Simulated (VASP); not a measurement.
Here is a VASP 6.6.1 calculation.

The input POSCAR:

```
Mn
1.0
    0.0000000000      1.8026168711      1.8026168711
    1.8026168711      0.0000000000      1.8026168711
    1.8026168711      1.8026168711      0.0000000000
Mn
1
Direct
    0.0000000000      0.0000000000      0.0000000000
```

Contents of INCAR.step1:

```
ALGO = Normal
EDIFF = 1E-4
ENCUT = 520
GGA = PE
ISMEAR = -1
LASPH = T
LCHARG = F
LREAL = F
LWAVE = T
NBANDS = 12
NELM = 100
PREC = Accurate
SIGMA = 0.1
```

Contents of INCAR.step2:

```
ALGO = Normal
EDIFF = 1E-6
ENCUT = 520
ISIF = 2
ISMEAR = -1
ISTART = 1
LASPH = T
LCHARG = T
LELF = T
LMIXTAU = T
LREAL = F
LVHAR = T
LWAVE = F
METAGGA = R2SCAN
NBANDS = 12
NELM = 100
PREC = Accurate
SIGMA = 0.1
```

The input KPOINTS:

```
k-points
0
Gamma
  17 17 17
```

Potentials or basis: VASP PAW PBE potentials, release 64 (Mn_pv).

Launch:

```sh
$ cat potpaw_PBE.64/Mn_pv/POTCAR > POTCAR
$ cp INCAR.step1 INCAR
$ mpirun -np 1 vasp_std > vasp.out
$ cp INCAR.step2 INCAR
$ mpirun -np 1 vasp_std > vasp.out
```

Problem. Estimate the pressure.

Solution. -26.7 GPa.

Caveat: the PAW data sets were made with another functional, which shifts forces and pressure a little; the run has no spin polarisation, though such a crystal can be magnetic. Spin polarisation is off, so any magnetic state and its effect on volume and gap are missing.
